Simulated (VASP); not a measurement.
KCaCl3: single point with LDA

KCaCl3:

```
K Ca Cl
1.0
     6.22637    0.00000    0.00000
     0.00000    6.22637    0.00000
     0.00000    0.00000    4.04714
K Ca Cl
1 1 3
Cartesian
  0.0000 0.0000 0.0000
  3.1132 3.1132 2.0236
  0.0000 3.1132 2.0236
  3.1132 0.0000 2.0236
  3.1132 3.1132 0.0000
```

This cell differs from its parent crystal: ratio of the length along z to the lengths across it x 0.65, volume and fractional coordinates fixed.

* Program: VASP 6.6.1
* Task: single point
* Functional: LDA
* Potentials or basis: VASP PAW LDA potentials, release 64 (K_sv, Ca_sv, Cl)
* Cutoff: 520 eV
* k mesh: 6 × 6 × 6
* Occupations: gaussian, width 0.05 eV
* Spin: no spin polarisation

```yaml
Pressure: 10.2 GPa
Band_gap_on_the_k_mesh: 2.66 eV
```

Stress tensor (GPa, compression positive):
```
-6.28  0.00  0.00
 0.00 -6.28  0.00
 0.00  0.00 43.02
```

Levels at points of the mesh, in eV from the valence-band top:
| k point | band 17 | band 18 | band 19 | band 20 | band 21 | band 22 | band 23 | band 24 |
| --- | --- | --- | --- | --- | --- | --- | --- | --- |
| (0.00, 0.00, 0.00) | -1.20 | -0.94 | -0.71 | 0.00 | 2.66 | 4.03 | 4.03 | 4.16 |
| (0.50, 0.00, 0.00) | -1.27 | -0.85 | -0.81 | -0.07 | 4.04 | 4.09 | 4.21 | 4.28 |
| (0.50, 0.50, 0.00) | -1.23 | -0.83 | -0.83 | -0.16 | 4.29 | 4.29 | 4.98 | 5.51 |
| (0.00, 0.00, 0.50) | -1.82 | -1.63 | -1.27 | -1.27 | 4.46 | 5.15 | 5.86 | 6.28 |
| (0.50, 0.00, 0.50) | -1.63 | -1.51 | -1.44 | -1.40 | 5.20 | 5.56 | 5.98 | 6.30 |
| (0.50, 0.50, 0.50) | -1.59 | -1.35 | -1.35 | -1.08 | 5.05 | 5.70 | 5.70 | 5.79 |

It took 70 s on 1 thread of Intel(R) Xeon(R) 6975P-C (Granite Rapids), on a shared host, peak memory 0.31 GiB.

Caveat: the stress differs along the axes, from -6 to 43 GPa. A k mesh can miss the band edges.
